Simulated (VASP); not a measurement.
# Al31SbN32 (a cell with a defect) in VASP: single point with HSE06

Aim: the single point of Al31SbN32 (a cell with a defect) with HSE06.

Everything below comes from runs of VASP 6.6.1. Logs are shortened: lines on timing, memory, paths and dates and some standing lists are left out, and cuts for length are marked.

## Step 1: The cell of the first run

The cell holds a defect, 64 atoms: a = 8.755 Å, b = 8.755 Å, c = 8.755 Å, α = 90.00°, β = 90.00°, γ = 90.00°.

## Step 2: Single point, HSE06

POSCAR reads:

```
Al31SbN32
1.0
    8.7554440000      0.0000000000      0.0000000000
    0.0000000000      8.7554440000      0.0000000000
    0.0000000000      0.0000000000      8.7554440000
Al Sb N
31 1 32
Direct
    0.9997450000      0.0002230000      0.9996780000
    0.9998540000      0.0003150000      0.4995030000
    0.9998620000      0.5000540000      0.9997510000
    0.9997460000      0.5002190000      0.4996700000
    0.4996070000      0.0003310000      0.9997050000
    0.4997510000      0.0002050000      0.4996600000
    0.4997430000      0.5001920000      0.9996580000
    0.2486340000      0.2491300000      0.9995420000
    0.2436690000      0.2441010000      0.4961400000
    0.2487730000      0.7512180000      0.9996540000
    0.2437520000      0.7561980000      0.5028290000
    0.7507900000      0.2492140000      0.9996390000
    0.7557380000      0.2442370000      0.5027680000
    0.7508490000      0.7513170000      0.9998420000
    0.7561020000      0.7565560000      0.4965970000
    0.2486610000      0.0001390000      0.2485200000
    0.2487350000      0.0002350000      0.7506930000
    0.2436350000      0.4967110000      0.2435900000
    0.2437520000      0.5033230000      0.7555980000
    0.7507390000      0.0001680000      0.2487100000
    0.7508420000      0.0004250000      0.7507210000
    0.7557760000      0.5033920000      0.2435720000
    0.7561200000      0.4970890000      0.7560260000
    0.9996540000      0.2490910000      0.2485510000
    0.9996900000      0.2492230000      0.7506620000
    0.9997420000      0.7512680000      0.2486540000
    0.0000030000      0.7513400000      0.7507740000
    0.4962770000      0.2441170000      0.2435350000
    0.5029360000      0.2441840000      0.7556180000
    0.5028740000      0.7562170000      0.2436410000
    0.4965700000      0.7565450000      0.7560550000
    0.5002620000      0.5006750000      0.5001330000
    0.1248910000      0.1253190000      0.1247270000
    0.1242220000      0.1246820000      0.6255600000
    0.1242420000      0.6260990000      0.1241480000
    0.1250610000      0.6252430000      0.6247250000
    0.6256860000      0.1246510000      0.1240920000
    0.6248570000      0.1254900000      0.6246980000
    0.6248090000      0.6252800000      0.1249630000
    0.6315740000      0.6320520000      0.6314670000
    0.3749150000      0.3753500000      0.1248110000
    0.3688460000      0.3692410000      0.6303870000
    0.3742620000      0.8761130000      0.1240220000
    0.3750410000      0.8751920000      0.6247440000
    0.8756520000      0.3746770000      0.1240590000
    0.8747160000      0.3755110000      0.6247300000
    0.8750180000      0.8754740000      0.1248670000
    0.8759820000      0.8763940000      0.6257110000
    0.3749560000      0.1253190000      0.3748090000
    0.3742570000      0.1246370000      0.8754870000
    0.3688350000      0.6309280000      0.3686790000
    0.3750040000      0.6252640000      0.8746540000
    0.8756400000      0.1245930000      0.3740990000
    0.8749910000      0.1254090000      0.8748880000
    0.8747610000      0.6252930000      0.3749290000
    0.8759380000      0.6262670000      0.8758230000
    0.1248580000      0.3753270000      0.3748310000
    0.1241350000      0.3746740000      0.8755250000
    0.1242130000      0.8761010000      0.3740990000
    0.1250160000      0.8754710000      0.8748950000
    0.6305310000      0.3692590000      0.3686690000
    0.6248440000      0.3755390000      0.8746480000
    0.6248530000      0.8751850000      0.3749540000
    0.6258100000      0.8763570000      0.8757890000
```

INCAR.step1 reads:

```
SYSTEM = Al31SbN32
ALGO = Normal
EDIFF = 1E-5
ENCUT = 520
GGA = PE
GGA_COMPAT = .FALSE.
ISIF = 2
ISMEAR = -1
LASPH = .TRUE.
LCHARG = .FALSE.
LREAL = Auto
LWAVE = .TRUE.
NBANDS = 167
NELECT = 256.0
NELM = 120
PREC = Accurate
SIGMA = 0.05
```

INCAR.step2 reads:

```
SYSTEM = Al31SbN32
ALGO = Normal
EDIFF = 1E-6
ENCUT = 520
GGA = PE
GGA_COMPAT = .FALSE.
HFSCREEN = 0.2079
ISIF = 2
ISMEAR = -1
ISTART = 1
LASPH = .TRUE.
LCHARG = .FALSE.
LHFCALC = .TRUE.
LREAL = Auto
LWAVE = .FALSE.
NBANDS = 167
NELECT = 256.0
NELM = 120
PREC = Accurate
PRECFOCK = Fast
SIGMA = 0.05
```

KPOINTS reads:

```
k-points
0
G
  1 1 1
  0 0 0
```

Potentials or basis: VASP PAW PBE potentials, release 64 (Al, Sb, N).

Run with:

```console
$ cat potpaw_PBE.64/Al/POTCAR potpaw_PBE.64/Sb/POTCAR potpaw_PBE.64/N/POTCAR > POTCAR
$ cp INCAR.step1 INCAR
$ mpirun -np 1 vasp_gam > vasp.out
$ cp INCAR.step2 INCAR
$ mpirun -np 1 vasp_gam > vasp.out
```

OUTCAR:

```text
SYSTEM = Al31SbN32
   EDIFF = 1E-6
   ENCUT = 520
   GGA = PE
   HFSCREEN = 0.2079
   ISIF = 2
   ISMEAR = -1
   ISTART = 1
   LASPH = .TRUE.
   LHFCALC = .TRUE.
   LREAL = Auto
   NELECT = 256.0
   NELM = 120
   PREC = Accurate
   PRECFOCK = Fast

 ion  position               nearest neighbor table
   1  1.000  0.000  1.000-  47 1.89  54 1.89  60 1.89  33 1.90  24 3.08  16 3.08  27 3.08   8 3.08
                            14 3.08  21 3.08  26 3.08  12 3.08  17 3.08  25 3.08  10 3.08  20 3.08
   2  1.000  0.000  0.500-  53 1.89  59 1.89  48 1.89  34 1.89  15 3.02   9 3.02  11 3.02  13 3.02
                            24 3.09  16 3.09  26 3.09  20 3.09  25 3.10  17 3.10  21 3.10  27 3.10
   3  1.000  0.500  1.000-  58 1.89  45 1.89  56 1.89  35 1.89  23 3.02  18 3.02  22 3.02  19 3.02
                             8 3.09  24 3.09  12 3.09  25 3.10  10 3.10  26 3.10  27 3.10  14 3.10
   4  1.000  0.500  0.500-  46 1.89  55 1.89  57 1.89  36 1.90  19 3.10  18 3.10  11 3.10  13 3.10
                            15 3.10  23 3.10   9 3.10  22 3.10  25 3.11  26 3.11  27 3.11  24 3.11
   5  0.500  0.000  1.000-  50 1.89  43 1.89  64 1.89  37 1.89  31 3.02  28 3.02  29 3.02  30 3.02
                            16 3.09   8 3.09  17 3.09  10 3.10  12 3.10  20 3.10  21 3.10  14 3.10
   6  0.500  0.000  0.500-  49 1.89  44 1.89  63 1.89  38 1.90  29 3.10   9 3.10  11 3.10  30 3.10
                            15 3.10  13 3.10  28 3.10  31 3.10  20 3.11  17 3.11  21 3.11  16 3.11
   7  0.500  0.500  1.000-  62 1.89  52 1.89  41 1.89  39 1.90  22 3.10  28 3.10  31 3.10  30 3.10
                            23 3.10  29 3.10  18 3.10  19 3.10  10 3.11  12 3.11   8 3.11  14 3.11
   8  0.249  0.249  1.000-  33 1.88  58 1.89  50 1.89  41 1.91  18 3.04  28 3.04  17 3.08   1 3.08
                            25 3.08  16 3.08  24 3.08  19 3.08  29 3.09   3 3.09   5 3.09   7 3.11
   9  0.244  0.244  0.496-  34 1.86  57 1.88  49 1.88  42 1.95   2 3.02  16 3.04  24 3.04  17 3.09
[... 77 lines left out ...]
  63  0.625  0.875  0.375-  15 1.88  30 1.88   6 1.89  20 1.91
  64  0.626  0.876  0.876-  31 1.87   5 1.89  14 1.89  21 1.89

  LATTYP: Found a simple cubic cell.
 ALAT       =     8.7554440000

  Lattice vectors:

 A1 = (   8.7554440000,   0.0000000000,   0.0000000000)
 A2 = (   0.0000000000,   8.7554440000,   0.0000000000)
 A3 = (   0.0000000000,   0.0000000000,   8.7554440000)

Analysis of symmetry for initial positions (statically):
=====================================================================
 Subroutine PRICEL returns:
 Original cell was already a primitive cell.

 Routine SETGRP: Setting up the symmetry group for a
 simple cubic supercell.

 Subroutine GETGRP returns: Found  1 space group operations
 (whereof  1 operations were pure point group operations)
 out of a pool of 48 trial point group operations.

The static configuration has the point symmetry C_1 .

Analysis of symmetry for dynamics (positions and initial velocities):
=====================================================================
 Subroutine PRICEL returns:
 Original cell was already a primitive cell.

 Routine SETGRP: Setting up the symmetry group for a
 simple cubic supercell.

 Subroutine GETGRP returns: Found  1 space group operations
 (whereof  1 operations were pure point group operations)
 out of a pool of 48 trial point group operations.

The dynamic configuration has the point symmetry C_1 .

 Subroutine INISYM returns: Found  1 space group operations
 (whereof  1 operations are pure point group operations),
 and found     1 'primitive' translations

----------------------------------------------------------------------------------------

                                     Primitive cell

  volume of cell :     671.1731

  direct lattice vectors                    reciprocal lattice vectors
     8.755444000  0.000000000  0.000000000     0.114214653  0.000000000  0.000000000
     0.000000000  8.755444000  0.000000000     0.000000000  0.114214653  0.000000000
     0.000000000  0.000000000  8.755444000     0.000000000  0.000000000  0.114214653

  length of vectors
     8.755444000  8.755444000  8.755444000     0.114214653  0.114214653  0.114214653

  position of ions in fractional coordinates (direct lattice)
     0.999745000  0.000223000  0.999678000
     0.999854000  0.000315000  0.499503000
[... 160 lines left out ...]
   number of dos      NEDOS =    301   number of ions     NIONS =     64
   total plane-waves  NPLWV = 343000
   dimension x,y,z NGX =    70 NGY =   70 NGZ =   70
   dimension x,y,z NGXF=   140 NGYF=  140 NGZF=  140
   ions per type =              31   1  32
   NGX,Y,Z   is equivalent  to a cutoff of  13.29, 13.29, 13.29 a.u.
   NGXF,Y,Z  is equivalent  to a cutoff of  26.58, 26.58, 26.58 a.u.
 SYSTEM =  Al31SbN32
   PREC   = accura    normal or accurate (medium, high low for compatibility)
   ISTART =      1    job   : 0-new  1-cont  2-samecut
   ICHARG =      0    charge: 1-file 2-atom 10-const
   ISPIN  =      1    spin polarized calculation?
   LNONCOLLINEAR =      F non collinear calculations
   LSORBIT =      F    spin-orbit coupling
   LASPH  =      T    aspherical Exc in radial PAW
   ENCUT  =  520.0 eV  38.22 Ry    6.18 a.u.  16.28 16.28 16.28*2*pi/ulx,y,z
   NELM   =    120;   NELMIN=  2; NELMDL=  0     # of ELM steps
   EDIFF  = 0.1E-05   stopping-criterion for ELM
   LREAL  =      T    real-space projection
   EDIFFG = 0.1E-04   stopping-criterion for IOM
   NSW    =      0    number of steps for IOM
   IBRION =     -1    ionic relax: 0-MD 1-quasi-New 2-CG
   NFREE  =      0    steps in history (QN), initial steepest desc. (CG)
   ISIF   =      2    stress and relaxation
   ISYM   =      3    0-nonsym 1-usesym 2-fastsym
   POTIM  = 0.5000    time-step for ionic-motion
   TEBEG  =    0.0;   TEEND  =   0.0 temperature during run
   PSTRESS=    0.0 pullay stress
   NELECT =     256.0000    total number of electrons
   NUPDOWN=      -1.0000    fix difference up-down
   EMIN   =  10.00;   EMAX   =-10.00  energy-range for DOS
   EFERMI =   0.00;   METHOD = LEGACY
   ISMEAR =    -1;   SIGMA  =   0.05  broadening in eV -4-tet -1-fermi 0-gaus
   EFERMI_NEDOS =   21; number of points for ismear=-14 and -15
   IALGO  =     38    algorithm
   IMIX   =      1    mixing-type and parameters
     AMIX     =   0.40;   BMIX     =  1.00
     AMIX_MAG =   1.60;   BMIX_MAG =  1.00
  volume/ion in A,a.u.               =      10.49        70.77
  Fermi-wavevector in a.u.,A,eV,Ry     =   1.187253  2.243583 19.178363  1.409570
  Thomas-Fermi vector in A             =   2.323408
   LORBIT       =      0    0 simple, 1 ext, 2 COOP (PROOUT), +10 PAW based schemes
   GGA     = PE    functional components
   LHFCALC =     T    Hartree Fock is set to
   PRECFOCK=fast      Normal, Fast or Accurate (Low or Medium for compatibility)
   ENCUT4O =  -1.0   cutoff for four orbital integrals eV
   NKREDX  =     1    reduce k-point grid by
   NKREDY  =     1    reduce k-point grid by
   NKREDZ  =     1    reduce k-point grid by
   AEXX    =    0.2500 exact exchange contribution
   HFSCREEN=    0.2079 screening length (either q_TF or 0.3 A-1)
   HFSCREENC=   0.2079 screening length for correlation (either q_TF or 0.3 A-1)
   ENCUTFOCK=  -1.0 apply spherical cutoff to Coloumb kernel
   IVDW    =     0    specifies the selected vdW correction
   LEPSILON=     F    determine dielectric tensor
   LRPA    =     F    only Hartree local field effects (RPA)
 non-spin polarized calculation
  energy-cutoff  :      520.00
  volume of cell :      671.17
 maximum number of plane-waves:      9019
 NGX is ok and might be reduce to    70
  NGX = 36; NGY = 36; NGZ = 36

 number of electron     255.9999937 magnetization

 Free energy of the ion-electron system (eV)
  ---------------------------------------------------
  ext. energy  EPLUGINS =         0.00000000
  ---------------------------------------------------
  free energy    TOTEN  =      -568.28016720 eV

  energy without entropy =     -568.28016720  energy(sigma->0) =     -568.28016720

 E-fermi :   6.4374     XC(G=0):  -9.0041

 val. band max:        5.2036734110   @ k =   0.0000   0.0000   0.0000
 cond. band min:       9.6214651138   @ k =   0.0000   0.0000   0.0000
 fundamental gap:      4.4177917028
 Fermi energy:         6.4374466621

 k-point     1 :       0.0000    0.0000    0.0000
  band No.  band energies     occupation
      1     -12.1370      2.00000
      2     -10.7707      2.00000
      3     -10.4682      2.00000
      4     -10.4588      2.00000
      5     -10.4577      2.00000
      6      -9.9725      2.00000
[... 132 lines left out ...]
    139      12.6704      0.00000
    140      12.6708      0.00000
 [bands above 140 left out]

------------------------ aborting loop because EDIFF is reached ----------------------------------------

  FORCE on cell =-STRESS in cart. coord.  units (eV):
  Direction    XX          YY          ZZ          XY          YZ          ZX
  --------------------------------------------------------------------------------------
  -------------------------------------------------------------------------------------
  Total      -21.3304356    -21.3364207    -21.3338703     -0.3752049     -0.4293955     -0.3724548
  in kB      -50.9185213    -50.9328085    -50.9267203     -0.8956627     -1.0250228     -0.8890980
  external PRESSURE =     -50.9260167 kB  Pullay stress =       0.0000000 kB

 VOLUME and BASIS-vectors are now :
 -----------------------------------------------------------------------------
  energy-cutoff  :      520.00
  volume of cell :      671.17
      direct lattice vectors                 reciprocal lattice vectors
     8.755444000  0.000000000  0.000000000     0.114214653  0.000000000  0.000000000
     0.000000000  8.755444000  0.000000000     0.000000000  0.114214653  0.000000000
     0.000000000  0.000000000  8.755444000     0.000000000  0.000000000  0.114214653

 POSITION                                       TOTAL-FORCE (eV/Angst)
 -----------------------------------------------------------------------------------
      8.75321      0.00195      8.75262         0.023958      0.015858      0.016099
      8.75417      0.00276      4.37337         0.026754      0.019310      0.053046
      8.75424      4.37819      8.75326         0.024321      0.056987      0.024366
      8.75322      4.37964      4.37483         0.022785      0.015812      0.017394
      4.37428      0.00290      8.75286         0.059446      0.017670      0.024598
      4.37554      0.00179      4.37475         0.022825      0.016724      0.021700
[... 56 lines left out ...]
      5.47087      7.66263      3.28289        -0.025862     -0.057727     -0.021837
      5.47924      7.67289      7.66792        -0.083417     -0.037813     -0.039449
 -----------------------------------------------------------------------------------
    total drift:                               -0.006524      0.017180     -0.007042

  FREE ENERGIE OF THE ION-ELECTRON SYSTEM (eV)
  ---------------------------------------------------
  free  energy   TOTEN  =      -568.2801671968 eV

  energy  without entropy=     -568.2801671967  energy(sigma->0) =     -568.28016720
```

It took 16 min on 1 thread of Intel Xeon Platinum 8259CL at 2.50GHz (Skylake/Cascade Lake), shared host; peak memory 0.88 GiB.

Results:

| Quantity | Value |
| --- | --- |
| Free energy | -568.2802 eV |
| Largest force | 0.460 eV/Å |

Forces on the atoms (eV/Å):
```
Al   0.024  0.016  0.016
Al   0.027  0.019  0.053
Al   0.024  0.057  0.024
Al   0.023  0.016  0.017
Al   0.059  0.018  0.025
Al   0.023  0.017  0.022
Al   0.020  0.020  0.026
Al   0.011  0.005  0.017
Al  -0.028 -0.031  0.040
Al  -0.004  0.032  0.029
Al  -0.021  0.058  0.012
Al   0.029 -0.003  0.029
Al   0.061 -0.027  0.017
Al   0.039  0.040  0.009
Al   0.071  0.067  0.027
Al   0.011  0.014  0.007
Al   0.004  0.026  0.025
Al  -0.027  0.038 -0.031
Al  -0.022  0.018  0.063
Al   0.035  0.030 -0.011
Al   0.043  0.001  0.043
Al   0.054  0.018 -0.011
Al   0.064  0.043  0.063
Al   0.019  0.006  0.003
Al   0.034 -0.004  0.030
Al   0.033  0.026 -0.001
Al   0.004  0.035  0.038
Al   0.040 -0.032 -0.028
Al   0.020 -0.016  0.058
Al   0.024  0.056 -0.020
Al   0.042  0.068  0.059
Sb   0.001  0.007 -0.010
N   -0.015 -0.008 -0.007
N   -0.011 -0.006 -0.074
N   -0.012 -0.070 -0.012
N    0.014 -0.014 -0.020
N   -0.077 -0.006 -0.006
N   -0.022  0.018 -0.020
N   -0.019 -0.017  0.008
N   -0.268 -0.270 -0.260
N   -0.026 -0.020  0.008
N    0.197  0.199 -0.149
N    0.005 -0.031 -0.007
N   -0.027 -0.054 -0.019
N   -0.030  0.009 -0.012
N   -0.056 -0.025 -0.021
N   -0.036 -0.033 -0.005
N   -0.046 -0.043 -0.081
N   -0.027  0.016 -0.024
N    0.005 -0.008 -0.025
N    0.194 -0.146  0.206
N   -0.023 -0.023 -0.057
N   -0.032 -0.006  0.015
N   -0.031 -0.004 -0.030
N   -0.059 -0.018 -0.022
N   -0.039 -0.080 -0.040
N    0.014 -0.018 -0.023
N   -0.007  0.010 -0.033
N   -0.013 -0.030  0.014
N   -0.011 -0.031 -0.025
N   -0.150  0.202  0.200
N   -0.022 -0.033 -0.058
N   -0.026 -0.058 -0.022
N   -0.083 -0.038 -0.039
```

Caveat: the k points lie up to 0.72 Å⁻¹ apart; the cell carries a net charge on a neutralising background, which shifts energy and pressure; the cell is charged against a uniform background, so pressure and absolute levels hang on convention; the PAW data sets were made with another functional, which shifts forces and pressure a little; spin-orbit coupling is left out, which moves the levels of the heavy elements.
